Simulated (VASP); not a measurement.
The system is NbSi2.

```
CELL_PARAMETERS angstrom
4.81232 0.00000 0.00000
-2.40616 4.16759 0.00000
0.00000 0.00000 6.61496
ATOMIC_POSITIONS crystal
Nb 0.50000 0.00000 0.50000
Nb 0.50000 0.50000 0.83333
Nb 0.00000 0.50000 0.16667
Si 0.15920 0.31840 0.50000
Si 0.84080 0.15920 0.83333
Si 0.68160 0.84080 0.16667
Si 0.84080 0.68160 0.50000
Si 0.15920 0.84080 0.83333
Si 0.31840 0.15920 0.16667
```

```yaml
Program: VASP 6.6.1
Task: relaxation of cell and atoms
Functional: PBE
Dispersion: D3(BJ)
Potentials_or_basis: VASP PAW PBE potentials, release 64 (Nb_sv, Si)
Cutoff: 600 eV
k_mesh: 9 × 9 × 6
Occupations: gaussian, width 0.1 eV
Spin: no spin polarisation
```

At the start: pressure -6.6 GPa; volume 14.74 Å³/atom.

Q: How do energy, volume and symmetry change on relaxing?

A: Over 10 steps the energy falls by 11.6 meV/atom and the volume is 14.20 Å³/atom (-3.7 %); space group P6_222 (No. 180, to 0.1 Å) before and after.

Step by step:
| step | energy change (eV) | largest force (eV/Å) | pressure (GPa) | volume (Å³) |
| --- | --- | --- | --- | --- |
| 1 | 0.0000 | 0.0008 | -6.56 | 132.67 |
| 2 | 0.1075 | 0.0201 | 10.97 | 121.42 |
| 3 | -0.1025 | 0.0061 | -0.09 | 127.89 |
| 4 | -0.1025 | 0.0063 | 0.05 | 127.79 |
| 5 | -0.1038 | 0.0189 | 0.07 | 127.71 |
| 6 | -0.1039 | 0.0165 | 0.07 | 127.72 |
| 7 | -0.1039 | 0.0159 | 0.07 | 127.73 |
| 8 | -0.1040 | 0.0071 | -0.07 | 127.82 |
| 9 | -0.1040 | 0.0088 | -0.05 | 127.80 |
| 10 | -0.1040 | 0.0012 | 0.00 | 127.77 |

Final structure:
```
CELL_PARAMETERS angstrom
4.74688 0.00000 0.00000
-2.37344 4.11091 0.00000
0.00000 0.00000 6.54755
ATOMIC_POSITIONS crystal
Nb 0.50000 0.00000 0.50000
Nb 0.50000 0.50000 0.83333
Nb 0.00000 0.50000 0.16667
Si 0.15936 0.31871 0.50000
Si 0.84064 0.15936 0.83333
Si 0.68129 0.84064 0.16667
Si 0.84064 0.68129 0.50000
Si 0.15936 0.84064 0.83333
Si 0.31871 0.15936 0.16667
```
